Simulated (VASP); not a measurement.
A run of VASP 6.6.1:

INCAR

```
  PREC = Accurate
  ENCUT = 520
  EDIFF = 1E-6
  ISMEAR = 0
  SIGMA = 0.1
  LREAL = Auto
  LASPH = True
  NELM = 80
  ALGO = Fast
  ISIF = 2
  LWAVE = False
  LCHARG = False
  GGA = PE
  NBANDS = 84
```

File KPOINTS:

```
Automatic mesh
0
Gamma
  4 4 4
```

File POSCAR:

```
Zr8N9
1.0
    0.0000000000      4.5945978683     -4.5945978683
    4.5945978683      4.5945978683      0.0000000000
    4.5945978683      0.0000000000     -4.5945978683
Zr N
8 9
Direct
    0.2497842103      0.7528206165      0.2528658728
    0.2472138003      0.2540718543      0.2500906571
    0.7431191146      0.7528215960      0.2528657639
    0.7555022440      0.2535172900      0.2340694509
    0.2471942121      0.7500445303      0.7541571862
    0.2904195401      0.2465911125      0.7466542445
    0.7554915793      0.7340137476      0.7535947866
    0.7149267671      0.2465915478      0.7466542445
    0.4805686076      0.5082467643      0.0083155264
    0.5012887016     -0.0157519770      0.0117651210
    1.0014601129      0.5082467643      0.0083155264
    1.0042239021     -0.0391529368      0.0292959262
    0.5012810840      0.5117107236      0.4843181196
    0.5039411645      0.0002115528      0.5002762083
    1.0042377227      0.5292181317      0.4608955040
    0.9941620858      0.0002115528      0.5002759906
    0.9535726794      0.2958219716      0.7956245802
```

Potentials or basis: VASP PAW PBE potentials, release 64 (Zr_sv, N).

Command:

```bash
$ cat potpaw_PBE.64/Zr_sv/POTCAR potpaw_PBE.64/N/POTCAR > POTCAR
$ mpirun -np 1 vasp_std > vasp.out
```

Hardware: 1 thread of Oxide Virtual Turin-like Processor, with other jobs on the host.

**Question.** How long does it take, and how much memory?

**Answer.** Run time: 31 min on 1 thread of Oxide Virtual Turin-like Processor, on a shared host, peak memory 0.44 GiB. Counts: scf iterations 26, k points 24.
